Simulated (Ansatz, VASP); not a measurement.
**ZnS: VASP beside Ansatz**

The input INCAR:

```
PREC = Accurate ; ENCUT = 520
EDIFF = 1E-6 ; ISMEAR = -1
SIGMA = 0.02 ; LREAL = F
LASPH = T ; NELM = 100
ALGO = Normal ; ISIF = 2
LWAVE = F ; LCHARG = F
GGA = PE ; IBRION = 2
NSW = 80 ; EDIFFG = -0.02
```

Contents of KPOINTS:

```
Automatic mesh
0
Gamma
  14 14 14
```

The input POSCAR:

```
ZnS
1.0
    0.0000000000      2.7072500000      2.7072500000
    2.7072500000      0.0000000000      2.7072500000
    2.7072500000      2.7072500000      0.0000000000
Zn S
1 1
Direct
    0.0000000000      0.0000000000      0.0000000000
    0.2500000000      0.2500000000      0.2500000000
```

Input for Ansatz:

```yaml
crystal:
  lattice:
    - [0.0, 2.70725, 2.70725]
    - [2.70725, 0.0, 2.70725]
    - [2.70725, 2.70725, 0.0]
  atoms:
    - { symbol: Zn, position: [0.0, 0.0, 0.0] }
    - { symbol: S, position: [0.25, 0.25, 0.25] }
kpoints:
  mp_grid: { grid: [14, 14, 14] }
scf:
  occupations: { method: fermi_dirac, width: 0.02 }
hamiltonian:
  xc: pbe
  pseudopotentials: { kind: paw }
output:
  forces: true
  stress: true
  populations: true
  efg:
    quadrupole_moments_barn: { Zn: 0.122, S: -0.0694 }
    contact_densities: true
relax:
  f_tol: 0.02
  max_steps: 60
```

Alike in both runs: task relaxation of the atoms; functional PBE; k mesh 14 × 14 × 14; occupations fermi-dirac, width 0.02 eV; no spin polarisation.

```csv
,VASP,Ansatz
version,VASP 6.6.1,Ansatz 0.2.0
potentials or method,"VASP PAW PBE potentials, release 64 (Zn, S)","plane-wave PAW, scalar-relativistic"
plane-wave cutoff (eV),520,420
valence electrons in the cell,18,18
```

|  | VASP | Ansatz | Ansatz less VASP |
| --- | --- | --- | --- |
| gap on the k mesh at the Fermi level, each at its own relaxed structure (eV) | 2.09 | 2.08 | -0.005 |

Ansatz's warnings: stress scf threshold loose.

Noted on VASP's run: the relaxation stopped at its first step, so nothing moved.
